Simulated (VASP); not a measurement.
Wanted: the native input for a VASP 6.6.1 run.

```
Task                   : single point
Functional             : PBE
Potentials or basis    : VASP PAW PBE potentials, release 64 (Zn, W_sv)
Cutoff                 : 520 eV
k mesh                 : 12 × 12 × 12
Occupations            : gaussian, width 0.1 eV
Spin                   : no spin polarisation
Dipole correction      : no
Further INCAR settings : ALGO = Fast; EDIFF = 1e-06; NBANDS = 34
```

The structure of ZnW lies in POSCAR:

```
ZnW
1.0
    0.0000000000      3.1316445186      3.1316445186
    3.1316445186      0.0000000000      3.1316445186
    3.1316445186      3.1316445186      0.0000000000
Zn W
2 2
Direct
    0.0000000000      0.0000000000      0.0000000000
    0.2500000000      0.2500000000      0.2500000000
    0.5000000000      0.5000000000      0.5000000000
    0.7500000000      0.7500000000      0.7500000000
```

The input as run:

INCAR

```
PREC = Accurate ; ENCUT = 520
EDIFF = 1E-6 ; ISMEAR = 0
SIGMA = 0.1 ; LREAL = False
LASPH = True ; NELM = 100
ALGO = Fast ; ISIF = 2
LWAVE = False ; LCHARG = False
GGA = PE ; NBANDS = 34
```

KPOINTS

```
Automatic mesh
0
Gamma
  12 12 12
```

Potentials or basis: VASP PAW PBE potentials, release 64 (Zn, W_sv).

Command:

```console
$ cat potpaw_PBE.64/Zn/POTCAR potpaw_PBE.64/W_sv/POTCAR > POTCAR
$ mpirun -np 1 vasp_std > vasp.out
```

Results of the run:

```
Pressure               : 0.7 GPa
Band gap on the k mesh : zero (bands 26 and 27 overlap by 2.13 eV)
```

Caveat: spin-orbit coupling is left out, which moves the levels of the heavy elements.

It took 2.2 min on 1 thread of Intel(R) Xeon(R) Platinum 8488C (Sapphire Rapids), with other jobs on the host, peak memory 0.29 GiB.
